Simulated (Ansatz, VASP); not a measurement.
InSe in VASP and in Ansatz

The input INCAR:

```
ALGO     = Normal         # electronic algorithm
EDIFF    = 1E-6           # SCF threshold, eV
ENCUT    = 520            # plane-wave cutoff, eV
GGA      = PE             # functional
ISIF     = 2              # what is computed and relaxed
ISMEAR   = -1             # smearing method
LASPH    = True           # aspherical terms in the spheres
LCHARG   = False          # write CHGCAR
LREAL    = False          # projectors in reciprocal space
LWAVE    = False          # write WAVECAR
NBANDS   = 48             # bands
NELM     = 60             # most SCF steps
PREC     = Accurate       # precision mode
SIGMA    = 0.05           # smearing width, eV
```

KPOINTS

```
k-points
0
Gamma
  6 6 2
```

The input POSCAR:

```
InSe
1.0
    4.0473293151      0.0000000000      0.0000000000
   -2.0236646576      3.5050900044      0.0000000000
    0.0000000000      0.0000000000     18.0520649100
In Se
4 4
Direct
    0.3333333333      0.6666666667      0.0773904900
    0.3333333333      0.6666666667      0.9226095100
    0.0000000000      0.0000000000      0.4226063200
    0.0000000000      0.0000000000      0.5773936800
    0.3333333333      0.6666666667      0.3529842800
    0.3333333333      0.6666666667      0.6470157200
    0.6666666667      0.3333333333      0.1469999300
    0.6666666667      0.3333333333      0.8530000700
```

Contents of input.yaml:

```yaml
crystal:
  lattice:
    - [4.0473293151, 0.0, 0.0]
    - [-2.0236646576, 3.5050900044, 0.0]
    - [0.0, 0.0, 18.05206491]
  atoms:
    - { symbol: In, position: [0.3333333333, 0.6666666667, 0.07739049] }
    - { symbol: In, position: [0.3333333333, 0.6666666667, 0.92260951] }
    - { symbol: In, position: [0.0, 0.0, 0.42260632] }
    - { symbol: In, position: [0.0, 0.0, 0.57739368] }
    - { symbol: Se, position: [0.3333333333, 0.6666666667, 0.35298428] }
    - { symbol: Se, position: [0.3333333333, 0.6666666667, 0.64701572] }
    - { symbol: Se, position: [0.6666666667, 0.3333333333, 0.14699993] }
    - { symbol: Se, position: [0.6666666667, 0.3333333333, 0.85300007] }
hamiltonian:
  xc: pbe
  pseudopotentials: { kind: paw }
kpoints:
  mp_grid: { grid: [6, 6, 2] }
  band_path:
    path:
      - [[0.0, 0.0, 0.0], [0.5, 0.0, 0.0], [0.3333333333, 0.3333333333, 0.0], [0.0, 0.0, 0.0], [0.0, 0.0, 0.5], [0.5, 0.0, 0.5], [0.3333333333, 0.3333333333, 0.5], [0.0, 0.0, 0.5]]
      - [[0.5, 0.0, 0.5], [0.5, 0.0, 0.0]]
      - [[0.3333333333, 0.3333333333, 0.0], [0.3333333333, 0.3333333333, 0.5]]
    npoints: 10
scf:
  occupations: { method: fermi_dirac, width: 0.05 }
  n_extra_bands: 20
output:
  forces: true
  stress: true
  eigenvalues: true
  fatbands: false
```

Alike in both runs: functional PBE; k mesh 6 × 6 × 2; occupations fermi-dirac, width 0.05 eV; no spin polarisation.

|  | VASP | Ansatz |
| --- | --- | --- |
| version | VASP 6.6.1 | Ansatz 0.2.0 |
| potentials or method | VASP PAW PBE potentials, release 64 (In_d, Se) | Ansatz PAW |
| plane-wave cutoff (eV) | 520 | 420 |
| valence electrons in the cell | 76 | 116 |
| task | single point | band structure |

|  | VASP | Ansatz | Ansatz less VASP |
| --- | --- | --- | --- |
| gap on the k mesh at the Fermi level (eV) | 0.72 | 0.73 | +0.012 |
| least direct gap on the mesh (eV) | 0.72 | 0.73 | +0.012 |
| pressure (GPa) | 1.5 | 1.4 | -0.03 |
| traceless stress, the component that is largest in VASP (GPa) | -0.05 | -0.05 | +0.004 |
| rms of the force components (eV/Å) | 0.113 | 0.105 | -0.0082 |

Atom by atom the forces differ by 0.009 eV/Å (rms over components). VASP's potentials hold 76 valence electrons a cell and Ansatz's 116, so a difference there can come from the potentials and not from the codes.
